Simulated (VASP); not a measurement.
# TiB2 (P6/mmm) in VASP: a series of runs

The runs below take TiB2 through electric field gradients, with PBE.

Program: VASP 6.6.1. These are calculated values, not measurements. Logs are shortened: lines on timing, memory, paths and dates and some standing lists are left out, and cuts for length are marked.

### 1 The cell of the first run

It takes space group P6/mmm (No. 191, hexagonal). The conventional cell has a = 3.090 Å, b = 3.090 Å, c = 3.228 Å, α = 90.00°, β = 90.00°, γ = 120.00°. Ti (site symmetry 6/mmm) has 12 B at 2.41 Å and 6 Ti at 3.09 Å within 3.2 Å. Within 2.4 Å of B (site symmetry -6m2) lie 3 B at 1.78 Å.

### 2 Electric field gradients, PBE (equal xx and yy strain of +2 %)

Contents of INCAR:

```
  ALGO = Normal
  EDIFF = 1E-8
  ENCUT = 520
  GGA = PE
  ISIF = 2
  ISMEAR = -1
  LASPH = T
  LCHARG = F
  LEFG = T
  LREAL = F
  LWAVE = F
  NBANDS = 16
  NELM = 60
  PREC = Accurate
  SIGMA = 0.08
```

Contents of KPOINTS:

```
k-points
0
Gamma
  15 15 13
```

Contents of POSCAR:

```
TiB2
1.0
    3.0897821656      0.0000000000      0.0000000000
   -1.5448910828      2.6758298476      0.0000000000
    0.0000000000      0.0000000000      3.2284000000
Ti B
1 2
Direct
    0.0000000000      0.0000000000      0.0000000000
    0.3333333333      0.6666666667      0.5000000000
    0.6666666667      0.3333333333      0.5000000000
```

Potentials or basis: VASP PAW PBE potentials, release 64 (Ti_sv, B).

Run with:

```console
cat potpaw_PBE.64/Ti_sv/POTCAR potpaw_PBE.64/B/POTCAR > POTCAR
mpirun -np 1 vasp_std > vasp.out
```

OUTCAR:

```text
EDIFF = 1E-8
   ENCUT = 520
   GGA = PE
   ISIF = 2
   ISMEAR = -1
   LASPH = T
   LREAL = F
   NELM = 60
   PREC = Accurate

 ion  position               nearest neighbor table
   1  0.000  0.000  0.000-   2 2.41   3 2.41   2 2.41   3 2.41   3 2.41   3 2.41   2 2.41   2 2.41
                             3 2.41   3 2.41   2 2.41   2 2.41
   2  0.333  0.667  0.500-   3 1.78   3 1.78   3 1.78   1 2.41   1 2.41   1 2.41   1 2.41   1 2.41
                             1 2.41
   3  0.667  0.333  0.500-   2 1.78   2 1.78   2 1.78   1 2.41   1 2.41   1 2.41   1 2.41   1 2.41
                             1 2.41

  LATTYP: Found a hexagonal cell.
 ALAT       =     3.0897821656
 C/A-ratio  =     1.0448633033

  Lattice vectors:

 A1 = (   3.0897821656,   0.0000000000,   0.0000000000)
 A2 = (  -1.5448910828,   2.6758298476,   0.0000000000)
 A3 = (   0.0000000000,   0.0000000000,   3.2284000000)

Analysis of symmetry for initial positions (statically):
=====================================================================
 Subroutine PRICEL returns:
 Original cell was already a primitive cell.

 Routine SETGRP: Setting up the symmetry group for a
 hexagonal supercell.

 Subroutine GETGRP returns: Found 24 space group operations
 (whereof 24 operations were pure point group operations)
 out of a pool of 24 trial point group operations.

The static configuration has the point symmetry D_6h.

Analysis of symmetry for dynamics (positions and initial velocities):
=====================================================================
 Subroutine PRICEL returns:
 Original cell was already a primitive cell.

 Routine SETGRP: Setting up the symmetry group for a
 hexagonal supercell.

 Subroutine GETGRP returns: Found 24 space group operations
 (whereof 24 operations were pure point group operations)
 out of a pool of 24 trial point group operations.

The dynamic configuration has the point symmetry D_6h.

 Subroutine INISYM returns: Found 24 space group operations
 (whereof 24 operations are pure point group operations),
 and found     1 'primitive' translations

----------------------------------------------------------------------------------------

                                     Primitive cell

  volume of cell :      26.6915

  direct lattice vectors                    reciprocal lattice vectors
     3.089782166  0.000000000  0.000000000     0.323647412  0.186857920  0.000000000
    -1.544891083  2.675829848  0.000000000     0.000000000  0.373715840  0.000000000
     0.000000000  0.000000000  3.228400000     0.000000000  0.000000000  0.309750960

  length of vectors
     3.089782166  3.089782166  3.228400000     0.373715840  0.373715840  0.309750960

  position of ions in fractional coordinates (direct lattice)
     0.000000000  0.000000000  0.000000000
     0.333333333  0.666666667  0.500000000
     0.666666667  0.333333333  0.500000000

  ion indices of the primitive-cell ions
   primitive index   ion index
                 1           1
                 2           2
                 3           3

----------------------------------------------------------------------------------------

 KPOINTS: k-points

Automatic generation of k-mesh.
 Grid dimensions read from file:
 generate k-points for:   15   15   13

 Generating k-lattice:

  Cartesian coordinates                     Fractional coordinates (reciprocal lattice)
     0.021576494  0.012457195  0.000000000     0.066666667  0.000000000  0.000000000
     0.000000000  0.024914389  0.000000000     0.000000000  0.066666667  0.000000000
     0.000000000  0.000000000  0.023826997     0.000000000  0.000000000  0.076923077

  Length of vectors
     0.024914389  0.024914389  0.023826997

  Shift w.r.t. Gamma in fractional coordinates (k-lattice)
     0.000000000  0.000000000  0.000000000

 Subroutine IBZKPT returns following result:
 ===========================================

 Found    189 irreducible k-points:

 Following reciprocal coordinates:
            Coordinates               Weight
  0.000000  0.000000  0.000000      1.000000
  0.066667  0.000000  0.000000      6.000000
  0.133333 -0.000000  0.000000      6.000000
  0.200000  0.000000  0.000000      6.000000
  0.266667 -0.000000  0.000000      6.000000
  0.333333 -0.000000  0.000000      6.000000
[... 16 lines left out ...]
  0.333333  0.200000  0.000000     12.000000
  0.400000  0.200000  0.000000      6.000000
 [... further k-points ...]
   k-points           NKPTS =    189   k-points in BZ     NKDIM =    189   number of bands    NBANDS=     16
   number of dos      NEDOS =    301   number of ions     NIONS =      3
   total plane-waves  NPLWV =  13824
   dimension x,y,z NGX =    24 NGY =   24 NGZ =   24
   dimension x,y,z NGXF=    48 NGYF=   48 NGZF=   48
   ions per type =               1   2
   NGX,Y,Z   is equivalent  to a cutoff of  12.91, 12.91, 12.36 a.u.
   NGXF,Y,Z  is equivalent  to a cutoff of  25.83, 25.83, 24.72 a.u.
 SYSTEM =  unknown system
   PREC   = accura    normal or accurate (medium, high low for compatibility)
   ISTART =      0    job   : 0-new  1-cont  2-samecut
   ICHARG =      2    charge: 1-file 2-atom 10-const
   ISPIN  =      1    spin polarized calculation?
   LNONCOLLINEAR =      F non collinear calculations
   LSORBIT =      F    spin-orbit coupling
   LASPH  =      T    aspherical Exc in radial PAW
   ENCUT  =  520.0 eV  38.22 Ry    6.18 a.u.   5.74  5.74  6.00*2*pi/ulx,y,z
   NELM   =     60;   NELMIN=  2; NELMDL= -5     # of ELM steps
   EDIFF  = 0.1E-07   stopping-criterion for ELM
   LREAL  =      F    real-space projection
   EDIFFG = 0.1E-06   stopping-criterion for IOM
   NSW    =      0    number of steps for IOM
   IBRION =     -1    ionic relax: 0-MD 1-quasi-New 2-CG
   NFREE  =      0    steps in history (QN), initial steepest desc. (CG)
   ISIF   =      2    stress and relaxation
   ISYM   =      2    0-nonsym 1-usesym 2-fastsym
   POTIM  = 0.5000    time-step for ionic-motion
   TEBEG  =    0.0;   TEEND  =   0.0 temperature during run
   PSTRESS=    0.0 pullay stress
   NELECT =      18.0000    total number of electrons
   NUPDOWN=      -1.0000    fix difference up-down
   EMIN   =  10.00;   EMAX   =-10.00  energy-range for DOS
   EFERMI =   0.00;   METHOD = LEGACY
   ISMEAR =    -1;   SIGMA  =   0.08  broadening in eV -4-tet -1-fermi 0-gaus
   EFERMI_NEDOS =   21; number of points for ismear=-14 and -15
   IALGO  =     38    algorithm
   IMIX   =      4    mixing-type and parameters
     AMIX     =   0.40;   BMIX     =  1.00
     AMIX_MAG =   1.60;   BMIX_MAG =  1.00
  volume/ion in A,a.u.               =       8.90        60.04
  Fermi-wavevector in a.u.,A,eV,Ry     =   1.435625  2.712938 28.041879  2.061020
  Thomas-Fermi vector in A             =   2.554903
   LORBIT       =      0    0 simple, 1 ext, 2 COOP (PROOUT), +10 PAW based schemes
   GGA     = PE    functional components
   LHFCALC =     F    Hartree Fock is set to
   AEXX    =    0.0000 exact exchange contribution
   IVDW    =     0    specifies the selected vdW correction
   LEPSILON=     F    determine dielectric tensor
   LRPA    =     F    only Hartree local field effects (RPA)
 non-spin polarized calculation
  energy-cutoff  :      520.00
  volume of cell :       26.69
 maximum number of plane-waves:       737
 NGX is ok and might be reduce to    24
   NGX = 11   NGY = 11   NGZ = 13

 number of electron      18.0000000 magnetization

 Free energy of the ion-electron system (eV)
  ---------------------------------------------------
  ext. energy  EPLUGINS =         0.00000000
  ---------------------------------------------------
  free energy    TOTEN  =       -24.39429045 eV

  energy without entropy =      -24.38559478  energy(sigma->0) =      -24.38994261

 E-fermi :   9.5809     XC(G=0): -12.5838

 val. band max:        9.5637593220   @ k =   0.0667   0.0000   0.3846
 cond. band min:       9.6190683074   @ k =   0.2667   0.2000   0.0000
 fundamental gap:      0.0553089855
 Fermi energy:         9.5808720435

 k-point     1 :       0.0000    0.0000    0.0000
  band No.  band energies     occupation
      1     -47.4518      2.00000
      2     -23.7799      2.00000
      3     -23.5209      2.00000
      4     -23.5209      2.00000
      5      -3.6875      2.00000
      6       6.9319      2.00000
[... 8 lines left out ...]
     15      15.0167      0.00000
     16      15.8309      0.00000
[... 419 lines left out ...]
 k-point    24 :       0.4000    0.2000    0.0000
  band No.  band energies     occupation
      1     -47.4061      2.00000
      2     -23.8138      2.00000
      3     -23.7205      2.00000
      4     -23.6713      2.00000
      5       0.7108      2.00000
      6       0.9269      2.00000
[... 8 lines left out ...]
     15      18.1611      0.00000
     16      18.9262      0.00000

 [... further k-points ...]
[... 5 lines left out ...]
  --------------------------------------------------------------------------------------
  -------------------------------------------------------------------------------------
  Total       -2.0771264     -2.0771264     -0.6584412      0.0000000      0.0000000      0.0000000
  in kB     -124.6808655   -124.6808655    -39.5233632      0.0000000      0.0000000      0.0000000
  external PRESSURE =     -96.2950314 kB  Pullay stress =       0.0000000 kB

 VOLUME and BASIS-vectors are now :
 -----------------------------------------------------------------------------
  energy-cutoff  :      520.00
  volume of cell :       26.69
      direct lattice vectors                 reciprocal lattice vectors
     3.089782166  0.000000000  0.000000000     0.323647412  0.186857920  0.000000000
    -1.544891083  2.675829848  0.000000000     0.000000000  0.373715840  0.000000000
     0.000000000  0.000000000  3.228400000     0.000000000  0.000000000  0.309750960

 POSITION                                       TOTAL-FORCE (eV/Angst)
 -----------------------------------------------------------------------------------
      0.00000      0.00000      0.00000         0.000000      0.000000      0.000000
     -0.00000      1.78389      1.61420        -0.000000      0.000000      0.000000
      1.54489      0.89194      1.61420        -0.000000      0.000000      0.000000
 -----------------------------------------------------------------------------------
    total drift:                               -0.000000      0.000000      0.000000

  FREE ENERGIE OF THE ION-ELECTRON SYSTEM (eV)
  ---------------------------------------------------
  free  energy   TOTEN  =       -24.3942904495 eV

  energy  without entropy=      -24.3855947781  energy(sigma->0) =      -24.38994261

 Electric field gradients (V/A^2)
---------------------------------------------------------------------
 ion       V_xx      V_yy      V_zz      V_xy      V_xz      V_yz
---------------------------------------------------------------------
   1      -7.384    -7.385    14.769    -0.001     0.000    -0.000
   2      -1.872    -1.872     3.743    -0.000     0.000    -0.000
   3      -1.872    -1.872     3.743    -0.000     0.000    -0.000
---------------------------------------------------------------------

 Electric field gradients after diagonalization (V/A^2)
 (convention: |V_zz| > |V_xx| > |V_yy|)
----------------------------------------------------------------------
 ion       V_xx      V_yy      V_zz     asymmetry (V_yy - V_xx)/ V_zz
----------------------------------------------------------------------
   1      -7.385    -7.384    14.769       0.000
   2      -1.872    -1.872     3.743       0.000
   3      -1.872    -1.872     3.743       0.000
----------------------------------------------------------------------

           NMR quadrupolar parameters

 Cq : quadrupolar parameter    Cq=e*Q*V_zz/h
 eta: asymmetry parameters     (V_yy - V_xx)/ V_zz
 Q  : nuclear electric quadrupole moment in mb (millibarn)
----------------------------------------------------------------------
 ion       Cq(MHz)       eta       Q (mb)
----------------------------------------------------------------------
   1       0.036       0.000       1.000
   2       0.009       0.000       1.000
   3       0.009       0.000       1.000
----------------------------------------------------------------------
```

Run time: 57 s. Hardware: 1 thread of AMD EPYC 9R14 (Zen 4), shared host; peak memory 0.16 GiB.

Results:

```yaml
Free_energy: -24.3943 eV
Pressure: -9.6 GPa
Band_gap_on_the_k_mesh: zero (band 9 reaches 9.92 eV, above the bottom of band 10 at 9.30 eV)
```

Stress tensor (GPa, compression positive):
```
-12.47   0.00   0.00
  0.00 -12.47   0.00
  0.00   0.00  -3.95
```

Electric field gradients, principal values (V/Å²):
| atom | least | middle | greatest (by size) |
| --- | --- | --- | --- |
| 1 Ti | -7.384 | -7.385 | 14.769 |
| 2 B | -1.872 | -1.872 | 3.743 |
| 3 B | -1.872 | -1.872 | 3.743 |

Caveat: the cell differs from its parent crystal (equal xx and yy strain of +2 %); without QUAD_EFG the Cq values of the log hold for a quadrupole moment of 1 mb, not for the nuclei.

### 3 Electric field gradients, PBE (zz strain of -3 %)

Contents of INCAR:

```
SYSTEM = TiB2
PREC = Accurate ; ENCUT = 520
EDIFF = 1E-8 ; ISMEAR = -1
SIGMA = 0.08 ; LREAL = .FALSE.
LASPH = .TRUE. ; NELM = 100
ALGO = Normal ; ISIF = 2
LWAVE = .FALSE. ; LCHARG = .FALSE.
GGA = PE ; LEFG = .TRUE.
NBANDS = 16
```

Contents of KPOINTS:

```
Automatic mesh
0
G
  15 15 13
  0 0 0
```

Contents of POSCAR:

```
TiB2
1.0
    3.0291982016      0.0000000000      0.0000000000
   -1.5145991008      2.6233625957      0.0000000000
    0.0000000000      0.0000000000      3.1315480000
Ti B
1 2
Direct
    0.0000000000      0.0000000000      0.0000000000
    0.3333333333      0.6666666667      0.5000000000
    0.6666666667      0.3333333333      0.5000000000
```

Potentials or basis: VASP PAW PBE potentials, release 64 (Ti_sv, B).

Run with:

```console
cat potpaw_PBE.64/Ti_sv/POTCAR potpaw_PBE.64/B/POTCAR > POTCAR
mpirun -np 1 vasp_std > vasp.out
```

OUTCAR:

```text
SYSTEM = TiB2
   PREC = Accurate
   ENCUT = 520
   EDIFF = 1E-8
   ISMEAR = -1
   LREAL = .FALSE.
   LASPH = .TRUE.
   NELM = 100
   ISIF = 2
   GGA = PE

 ion  position               nearest neighbor table
   1  0.000  0.000  0.000-   2 2.35   3 2.35   2 2.35   3 2.35   3 2.35   3 2.35   2 2.35   2 2.35
                             3 2.35   3 2.35   2 2.35   2 2.35
   2  0.333  0.667  0.500-   3 1.75   3 1.75   3 1.75   1 2.35   1 2.35   1 2.35   1 2.35   1 2.35
                             1 2.35
   3  0.667  0.333  0.500-   2 1.75   2 1.75   2 1.75   1 2.35   1 2.35   1 2.35   1 2.35   1 2.35
                             1 2.35

  LATTYP: Found a hexagonal cell.
[... 685 lines left out ...]
 ion       V_xx      V_yy      V_zz      V_xy      V_xz      V_yz
---------------------------------------------------------------------
   1      -6.806    -6.807    13.613    -0.001     0.000    -0.000
   2      -1.675    -1.675     3.350     0.000     0.000     0.000
   3      -1.675    -1.675     3.350     0.000     0.000     0.000
---------------------------------------------------------------------

 Electric field gradients after diagonalization (V/A^2)
 (convention: |V_zz| > |V_xx| > |V_yy|)
----------------------------------------------------------------------
 ion       V_xx      V_yy      V_zz     asymmetry (V_yy - V_xx)/ V_zz
----------------------------------------------------------------------
   1      -6.808    -6.805    13.613       0.000
   2      -1.675    -1.675     3.350       0.000
   3      -1.675    -1.675     3.350       0.000
----------------------------------------------------------------------

           NMR quadrupolar parameters

 Cq : quadrupolar parameter    Cq=e*Q*V_zz/h
 eta: asymmetry parameters     (V_yy - V_xx)/ V_zz
 Q  : nuclear electric quadrupole moment in mb (millibarn)
----------------------------------------------------------------------
 ion       Cq(MHz)       eta       Q (mb)
----------------------------------------------------------------------
   1       0.033       0.000       1.000
   2       0.008       0.000       1.000
   3       0.008       0.000       1.000
----------------------------------------------------------------------
```

OSZICAR:

```text
N       E                     dE             d eps       ncg     rms          rms(c)
DAV:   1     0.121803487010E+03    0.12180E+03   -0.90607E+03  6064   0.129E+03
DAV:   2    -0.224693232240E+02   -0.14427E+03   -0.13935E+03  6608   0.342E+02
DAV:   3    -0.292577139538E+02   -0.67884E+01   -0.67216E+01  8592   0.727E+01
DAV:   4    -0.294239083282E+02   -0.16619E+00   -0.16610E+00  7512   0.100E+01
DAV:   5    -0.294283012407E+02   -0.43929E-02   -0.43928E-02  8488   0.134E+00    0.175E+01
DAV:   6    -0.243973321411E+02    0.50310E+01   -0.19463E+01  8680   0.487E+01    0.394E+00
DAV:   7    -0.243950357579E+02    0.22964E-02   -0.94512E-01  6464   0.110E+01    0.354E+00
DAV:   8    -0.244002474358E+02   -0.52117E-02   -0.76294E-02  9896   0.225E+00    0.732E-01
DAV:   9    -0.243997161489E+02    0.53129E-03   -0.26387E-02  7456   0.208E+00    0.235E-01
DAV:  10    -0.243993830617E+02    0.33309E-03   -0.25041E-03  7952   0.626E-01    0.685E-02
DAV:  11    -0.243993852562E+02   -0.21946E-05   -0.31150E-04  7880   0.191E-01    0.702E-02
DAV:  12    -0.243993680817E+02    0.17174E-04   -0.87587E-05  7056   0.120E-01    0.104E-02
DAV:  13    -0.243993680245E+02    0.57210E-07   -0.43352E-06  7568   0.192E-02    0.359E-03
DAV:  14    -0.243993680245E+02   -0.20464E-11   -0.42799E-07  7344   0.568E-03    0.110E-03
DAV:  15    -0.243993680558E+02   -0.31264E-07   -0.11209E-07  9216   0.267E-03    0.542E-04
DAV:  16    -0.243993680640E+02   -0.82077E-08   -0.36501E-09  3688   0.610E-04
   1 F= -.24399368E+02 E0= -.24395413E+02  d E =-.791066E-02
```

stdout:

```text
POSCAR found type information on POSCAR TiB
 POSCAR found :  2 types and       3 ions
 scaLAPACK will be used
 LDA part: xc-table for (Slater+PW92), standard interpolation
 POSCAR, INCAR and KPOINTS ok, starting setup
 FFT: planning ... GRIDC
 FFT: planning ... GRID_SOFT
 FFT: planning ... GRID
 WAVECAR not read
 entering main loop
ion   1

ion   2

ion   3
```

Run time: 3.6 min. Hardware: 1 thread of AMD EPYC 7R13, shared host; peak memory 0.16 GiB.

Results:

```
Free energy            : -24.3994 eV
Pressure               : 7.6 GPa
Band gap on the k mesh : zero (band 9 reaches 10.82 eV, above the bottom of band 10 at 9.98 eV)
```

Stress tensor (GPa, compression positive):
```
 4.25  0.00  0.00
 0.00  4.25  0.00
 0.00  0.00 14.41
```

Levels at points of the mesh, in eV from the Fermi level:
```csv
k point,band 7,band 8,band 9,band 10,band 11,band 12
"(0.00, 0.00, 0.00)",-2.88,-2.12,-1.98,2.00,2.00,3.99
```

Electric field gradients, principal values (V/Å²):
```
atom   least  middle  greatest (by size)
1 Ti  -6.805  -6.808              13.613
 2 B  -1.675  -1.675               3.350
 3 B  -1.675  -1.675               3.350
```

Caveat: the cell differs from its parent crystal (zz strain of -3 %); without QUAD_EFG the Cq values of the log hold for a quadrupole moment of 1 mb, not for the nuclei.

(Continued in part 2 of 3.)
